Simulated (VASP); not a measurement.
# Ag (Im-3m) in VASP: settings compared

Aim: see how the results for Ag move with the level of theory and the settings. Levels: PBE, PBEsol, PBEsol+D3(BJ). Tasks: elastic constants, phonons.

All numbers are computed with VASP 6.6.1; they aren't measurements. Logs are shortened: lines on timing, memory, paths and dates and some standing lists are left out, and cuts for length are marked.

## Step 1: The cell of the first run

It takes space group Im-3m (No. 229, cubic). The conventional cell has a = 3.311 Å, b = 3.311 Å, c = 3.311 Å, α = 90.00°, β = 90.00°, γ = 90.00°. Ag (site symmetry m-3m) has 14 Ag at 2.87 to 3.31 Å within 3.8 Å.

## Step 2: Elastic constants, PBE

Contents of INCAR:

```
SYSTEM = Ag
ALGO = Normal
EDIFF = 1E-8
ENCUT = 600
GGA = PE
IBRION = 6
ISIF = 3
ISMEAR = -1
LASPH = .TRUE.
LCHARG = .FALSE.
LREAL = .FALSE.
LWAVE = .FALSE.
NELM = 60
NFREE = 2
NSW = 1
POTIM = 0.015
PREC = Accurate
SIGMA = 0.05
```

Contents of KPOINTS:

```
k-points
0
G
  8 8 8
  0 0 0
```

Contents of POSCAR:

```
Ag
1.0
   -1.6556540000      1.6556540000      1.6556540000
    1.6556540000     -1.6556540000      1.6556540000
    1.6556540000      1.6556540000     -1.6556540000
Ag
1
Direct
    0.0000000000      0.0000000000      0.0000000000
```

Potentials or basis: VASP PAW PBE potentials, release 64 (Ag).

Started as:

```sh
cat potpaw_PBE.64/Ag/POTCAR > POTCAR
mpirun -np 1 vasp_std > vasp.out
```

OUTCAR:

```text
SYSTEM = Ag
   EDIFF = 1E-8
   ENCUT = 600
   GGA = PE
   IBRION = 6
   ISIF = 3
   ISMEAR = -1
   LASPH = .TRUE.
   LREAL = .FALSE.
   NELM = 60
   NFREE = 2
   NSW = 1
   POTIM = 0.015
   PREC = Accurate

 ion  position               nearest neighbor table
   1  0.000  0.000  0.000-

  LATTYP: Found a body centered cubic cell.
 ALAT       =     3.3113080000

  Lattice vectors:

 A1 = (  -1.6556540000,   1.6556540000,   1.6556540000)
 A2 = (   1.6556540000,  -1.6556540000,   1.6556540000)
 A3 = (   1.6556540000,   1.6556540000,  -1.6556540000)

Analysis of symmetry for initial positions (statically):
=====================================================================
 Subroutine PRICEL returns:
 Original cell was already a primitive cell.

 Routine SETGRP: Setting up the symmetry group for a
 body centered cubic supercell.

 Subroutine GETGRP returns: Found 48 space group operations
[... 9 lines left out ...]

 Routine SETGRP: Setting up the symmetry group for a
 body centered cubic supercell.

 Subroutine GETGRP returns: Found 48 space group operations
[... 11 lines left out ...]
                                     Primitive cell

  volume of cell :      18.1538

  direct lattice vectors                    reciprocal lattice vectors
    -1.655654000  1.655654000  1.655654000     0.000000000  0.301995465  0.301995465
     1.655654000 -1.655654000  1.655654000     0.301995465  0.000000000  0.301995465
     1.655654000  1.655654000 -1.655654000     0.301995465  0.301995465  0.000000000

  length of vectors
     2.867676848  2.867676848  2.867676848     0.427086083  0.427086083  0.427086083

  position of ions in fractional coordinates (direct lattice)
     0.000000000  0.000000000  0.000000000

  ion indices of the primitive-cell ions
   primitive index   ion index
                 1           1

----------------------------------------------------------------------------------------

 KPOINTS: k-points

Automatic generation of k-mesh.
 Grid dimensions read from file:
 generate k-points for:    8    8    8

 Generating k-lattice:

  Cartesian coordinates                     Fractional coordinates (reciprocal lattice)
     0.000000000  0.037749433  0.037749433     0.125000000  0.000000000  0.000000000
     0.037749433  0.000000000  0.037749433     0.000000000  0.125000000  0.000000000
     0.037749433  0.037749433  0.000000000     0.000000000  0.000000000  0.125000000

  Length of vectors
     0.053385760  0.053385760  0.053385760

  Shift w.r.t. Gamma in fractional coordinates (k-lattice)
     0.000000000  0.000000000  0.000000000

 Subroutine IBZKPT returns following result:
 ===========================================

 Found     29 irreducible k-points:

 Following reciprocal coordinates:
            Coordinates               Weight
  0.000000  0.000000  0.000000      1.000000
  0.125000  0.000000  0.000000     12.000000
  0.250000  0.000000  0.000000     12.000000
  0.375000  0.000000  0.000000     12.000000
  0.500000  0.000000  0.000000      6.000000
  0.125000  0.125000  0.000000     24.000000
[... 16 lines left out ...]
 -0.250000  0.250000  0.250000      6.000000
 -0.375000  0.375000  0.250000     24.000000
 [... further k-points ...]
   k-points           NKPTS =     29   k-points in BZ     NKDIM =     29   number of bands    NBANDS=      9
   number of dos      NEDOS =    301   number of ions     NIONS =      1
   total plane-waves  NPLWV =  13824
   dimension x,y,z NGX =    24 NGY =   24 NGZ =   24
[... 48 lines left out ...]
  volume of cell :       18.15
 maximum number of plane-waves:       622
   NGX = 11   NGY = 11   NGZ = 11

--------------------------------------- Ionic step        1  -------------------------------------------

 number of electron      11.0000001 magnetization

 Free energy of the ion-electron system (eV)
  ---------------------------------------------------
  ext. energy  EPLUGINS =         0.00000000
  ---------------------------------------------------
  free energy    TOTEN  =        -2.64082031 eV

  energy without entropy =       -2.63106356  energy(sigma->0) =       -2.63594194

------------------------ aborting loop because EDIFF is reached ----------------------------------------

  FORCE on cell =-STRESS in cart. coord.  units (eV):
  Direction    XX          YY          ZZ          XY          YZ          ZX
  --------------------------------------------------------------------------------------
  -------------------------------------------------------------------------------------
  Total       -0.0935274     -0.0935274     -0.0935274     -0.0000000      0.0000000     -0.0000000
  in kB       -8.2543122     -8.2543122     -8.2543122     -0.0000000      0.0000000     -0.0000000
  external PRESSURE =      -8.2543122 kB  Pullay stress =       0.0000000 kB
[... 86 lines left out ...]
  FREE ENERGIE OF THE ION-ELECTRON SYSTEM (eV)
  ---------------------------------------------------
  free  energy   TOTEN  =        -2.6415892284 eV

  energy  without entropy=       -2.6325094278  energy(sigma->0) =       -2.63704933

[... ionic steps 4 to 12 ...]

--------------------------------------- Ionic step       13  -------------------------------------------

 number of electron      11.0000001 magnetization

------------------------ aborting loop because EDIFF is reached ----------------------------------------
[... 65 lines left out ...]
--------------------------------------- Ionic step       15  -------------------------------------------

 number of electron      11.0000001 magnetization

 Free energy of the ion-electron system (eV)
  ---------------------------------------------------
  ext. energy  EPLUGINS =         0.00000000
  ---------------------------------------------------
  free energy    TOTEN  =        -2.64082030 eV

  energy without entropy =       -2.63106355  energy(sigma->0) =       -2.63594193

 E-fermi :   7.7518     XC(G=0): -11.8414

 val. band max:        7.6722221113   @ k =   0.5000   0.0000   0.0000
 cond. band min:       7.7662900002   @ k =   0.3750   0.1250  -0.0000
 fundamental gap:      0.0940678890
 Fermi energy:         7.7518426387

 k-point     1 :       0.0000    0.0000    0.0000
  band No.  band energies     occupation
      1       0.2761      2.00000
      2       2.8875      2.00000
      3       2.8875      2.00000
      4       2.8875      2.00000
      5       4.0881      2.00000
      6       4.0881      2.00000
      7      25.3397      0.00000
      8      25.3397      0.00000
      9      25.3397      0.00000
[... 265 lines left out ...]
 k-point    24 :      -0.3750    0.3750    0.2500
  band No.  band energies     occupation
      1       2.2749      2.00000
      2       2.5436      2.00000
      3       3.3425      2.00000
      4       3.7076      2.00000
      5       4.4857      2.00000
      6       7.9703      0.02502
      7      15.7556      0.00000
      8      18.1743      0.00000
      9      20.6230      0.00000

 [... further k-points ...]
[... 5 lines left out ...]
  --------------------------------------------------------------------------------------
  -------------------------------------------------------------------------------------
  Total       -0.0934737     -0.0934737     -0.0934737      0.0000000      0.0000000      0.0000000
  in kB       -8.2495680     -8.2495680     -8.2495680      0.0000000      0.0000000      0.0000000
  external PRESSURE =      -8.2495680 kB  Pullay stress =       0.0000000 kB
[... 16 lines left out ...]
  FREE ENERGIE OF THE ION-ELECTRON SYSTEM (eV)
  ---------------------------------------------------
  free  energy   TOTEN  =        -2.6408203013 eV

  energy  without entropy=       -2.6310635505  energy(sigma->0) =       -2.63594193

 INTERNAL STRAIN TENSORS FROM STRAINED CELLS
 ============================================

 INTERNAL STRAIN TENSOR FOR ION    1 for displacements in x,y,z  (eV/Angst):
          X           Y           Z          XY          YZ          ZX
  --------------------------------------------------------------------------------
  x    -0.00000    -0.00000     0.00000     0.00000     0.00000    -0.00000
  y     0.00000     0.00000    -0.00000    -0.00000     0.00000    -0.00000
  z    -0.00000     0.00000     0.00000    -0.00000    -0.00000     0.00000

 INTERNAL STRAIN TENSORS FROM DISPLACED ATOMS
 ============================================

 INTERNAL STRAIN TENSOR FOR ION    1 for displacements in x,y,z  (eV/Angst):
          X           Y           Z          XY          YZ          ZX
  --------------------------------------------------------------------------------
  x     0.00000     0.00000     0.00000     0.00000     0.00000     0.00000
  y     0.00000     0.00000     0.00000     0.00000     0.00000     0.00000
  z     0.00000     0.00000     0.00000     0.00000     0.00000     0.00000

 Eigenvectors and eigenvalues of the dynamical matrix
 ----------------------------------------------------

   1 f  =    0.000000 THz     0.000000 2PiTHz    0.000000 cm-1     0.000000 meV
             X         Y         Z           dx          dy          dz
      0.000000  0.000000  0.000000     0.196116    0.980581    0.000000

   2 f  =    0.000000 THz     0.000000 2PiTHz    0.000000 cm-1     0.000000 meV
             X         Y         Z           dx          dy          dz
      0.000000  0.000000  0.000000     0.980581   -0.196116    0.000000

   3 f  =    0.000000 THz     0.000000 2PiTHz    0.000000 cm-1     0.000000 meV
             X         Y         Z           dx          dy          dz
      0.000000  0.000000  0.000000     0.000000    0.000000    1.000000

--------------------------------------------------------------------------------------------------------

 ELASTIC MODULI CONTR FROM IONIC RELAXATION (kBar)
 Direction    XX          YY          ZZ          XY          YZ          ZX
 --------------------------------------------------------------------------------
 XX           0.0000      0.0000      0.0000      0.0000      0.0000      0.0000
 YY           0.0000      0.0000      0.0000      0.0000      0.0000      0.0000
 ZZ           0.0000      0.0000      0.0000      0.0000      0.0000      0.0000
 XY           0.0000      0.0000      0.0000      0.0000      0.0000      0.0000
 YZ           0.0000      0.0000      0.0000      0.0000      0.0000      0.0000
 ZX           0.0000      0.0000      0.0000      0.0000      0.0000      0.0000
 --------------------------------------------------------------------------------

 TOTAL ELASTIC MODULI (kBar)
 Direction    XX          YY          ZZ          XY          YZ          ZX
 --------------------------------------------------------------------------------
 XX         352.8365   1028.8036   1028.8036     -0.0000     -0.0000      0.0000
 YY        1028.8036    352.8365   1028.8036      0.0000      0.0000     -0.0000
 ZZ        1028.8036   1028.8036    352.8365     -0.0000      0.0000      0.0000
 XY          -0.0000      0.0000     -0.0000   -367.3705      0.0000      0.0000
 YZ          -0.0000      0.0000      0.0000      0.0000   -367.3705      0.0000
 ZX           0.0000     -0.0000      0.0000      0.0000      0.0000   -367.3705
 --------------------------------------------------------------------------------
```

Wall time 2.2 min (1 thread of AMD EPYC 7R43 (Zen 3), shared host); peak memory 0.16 GiB.

What came out:

* Elastic constants C11, C12, C44: 35, 103, -37 GPa
* Voigt bulk modulus: 80 GPa

Elastic tensor in Voigt notation (GPa, in the Cartesian axes of the cell as first typed):
```
 35 103 103   0   0   0
103  35 103   0   0   0
103 103  35   0   0   0
  0   0   0 -37   0   0
  0   0   0   0 -37   0
  0   0   0   0   0 -37
```

Clamped-ion elastic tensor (GPa):
```
 35 103 103   0   0   0
103  35 103   0   0   0
103 103  35   0   0   0
  0   0   0 -37   0   0
  0   0   0   0 -37   0
  0   0   0   0   0 -37
```

Caveat: the elastic tensor has a negative eigenvalue, so either the cell is unstable as it stands or the mesh is too thin.

## Step 3: Elastic constants, PBEsol

Contents of INCAR:

```
  PREC = Accurate
  ENCUT = 600
  EDIFF = 1E-8
  ISMEAR = -1
  SIGMA = 0.05
  LREAL = False
  LASPH = True
  NELM = 100
  ALGO = Normal
  ISIF = 3
  LWAVE = False
  LCHARG = True
  GGA = PS
  IBRION = 6
  NFREE = 2
  POTIM = 0.015
  NSW = 1
```

Contents of KPOINTS:

```
Automatic mesh
0
Gamma
  8 8 8
```

POSCAR is that of step 2.

Potentials or basis: VASP PAW PBE potentials, release 64 (Ag).

Started as:

```sh
cat potpaw_PBE.64/Ag/POTCAR > POTCAR
mpirun -np 1 vasp_std > vasp.out
```

OUTCAR:

```text
PREC = Accurate
   ENCUT = 600
   EDIFF = 1E-8
   ISMEAR = -1
   LREAL = False
   LASPH = True
   NELM = 100
   ISIF = 3
   GGA = PS
   IBRION = 6
   NFREE = 2
   POTIM = 0.015
   NSW = 1

 ion  position               nearest neighbor table
   1  0.000  0.000  0.000-

  LATTYP: Found a body centered cubic cell.
[... 720 lines left out ...]
      0.000000  0.000000  0.000000     0.708005   -0.706208    0.000000

   2 f/i=    0.000000 THz     0.000000 2PiTHz    0.000000 cm-1     0.000000 meV
             X         Y         Z           dx          dy          dz
      0.000000  0.000000  0.000000    -0.706208   -0.708005    0.000000

   3 f/i=    0.000000 THz     0.000000 2PiTHz    0.000000 cm-1     0.000000 meV
             X         Y         Z           dx          dy          dz
      0.000000  0.000000  0.000000     0.000000    0.000000    1.000000

--------------------------------------------------------------------------------------------------------

 ELASTIC MODULI CONTR FROM IONIC RELAXATION (kBar)
 Direction    XX          YY          ZZ          XY          YZ          ZX
 --------------------------------------------------------------------------------
 XX           0.0000      0.0000      0.0000      0.0000      0.0000      0.0000
 YY           0.0000      0.0000      0.0000      0.0000      0.0000      0.0000
 ZZ           0.0000      0.0000      0.0000      0.0000      0.0000      0.0000
 XY           0.0000      0.0000      0.0000      0.0000      0.0000      0.0000
 YZ           0.0000      0.0000      0.0000      0.0000      0.0000      0.0000
 ZX           0.0000      0.0000      0.0000      0.0000      0.0000      0.0000
 --------------------------------------------------------------------------------

 TOTAL ELASTIC MODULI (kBar)
 Direction    XX          YY          ZZ          XY          YZ          ZX
 --------------------------------------------------------------------------------
 XX         320.9635    966.3821    966.3821     -0.0000      0.0000     -0.0000
 YY         966.3821    320.9635    966.3821     -0.0000      0.0000      0.0000
 ZZ         966.3821    966.3821    320.9635      0.0000      0.0000     -0.0000
 XY          -0.0000     -0.0000      0.0000   -352.9953      0.0000      0.0000
 YZ           0.0000      0.0000      0.0000      0.0000   -352.9953      0.0000
 ZX          -0.0000      0.0000     -0.0000      0.0000      0.0000   -352.9953
 --------------------------------------------------------------------------------
```

OSZICAR:

```text
N       E                     dE             d eps       ncg     rms          rms(c)
DAV:   1     0.481155078916E+02    0.48116E+02   -0.61177E+03   538   0.123E+03
DAV:   2    -0.315590142608E+01   -0.51271E+02   -0.49465E+02   538   0.217E+02
DAV:   3    -0.352131077979E+01   -0.36541E+00   -0.36536E+00   633   0.232E+01
[... 155 lines left out ...]
DAV:   3    -0.319260721194E+01    0.22388E-03   -0.65503E-04   542   0.230E-01    0.989E-03
DAV:   4    -0.319260521436E+01    0.19976E-05   -0.13244E-05   536   0.357E-02    0.294E-03
DAV:   5    -0.319260523173E+01   -0.17380E-07   -0.31042E-07   561   0.548E-03    0.106E-03
DAV:   6    -0.319260515019E+01    0.81546E-07   -0.62020E-09   330   0.901E-04    0.296E-05
DAV:   7    -0.319260515178E+01   -0.15948E-08   -0.32972E-10   294   0.197E-04
  15 F= -.31926052E+01 E0= -.31878874E+01  d E =-.943559E-02
```

Run time: 2.1 min. Hardware: 1 thread of AMD EPYC 7R43 (Zen 3), shared host; peak memory 0.17 GiB.

Results:

* Elastic constants C11, C12, C44: 32, 97, -35 GPa
* Voigt bulk modulus: 75 GPa

Elastic tensor in Voigt notation (GPa, in the Cartesian axes of the cell as first typed):
```
 32  97  97   0   0   0
 97  32  97   0   0   0
 97  97  32   0   0   0
  0   0   0 -35   0   0
  0   0   0   0 -35   0
  0   0   0   0   0 -35
```

Clamped-ion elastic tensor (GPa):
```
 32  97  97   0   0   0
 97  32  97   0   0   0
 97  97  32   0   0   0
  0   0   0 -35   0   0
  0   0   0   0 -35   0
  0   0   0   0   0 -35
```

Caveat: the cell is under stress, which shifts elastic constants; the elastic tensor has a negative eigenvalue, so either the cell is unstable as it stands or the mesh is too thin; the PAW data sets were made with another functional, which shifts forces and pressure a little.

(Part 1 of 2 ends here.)
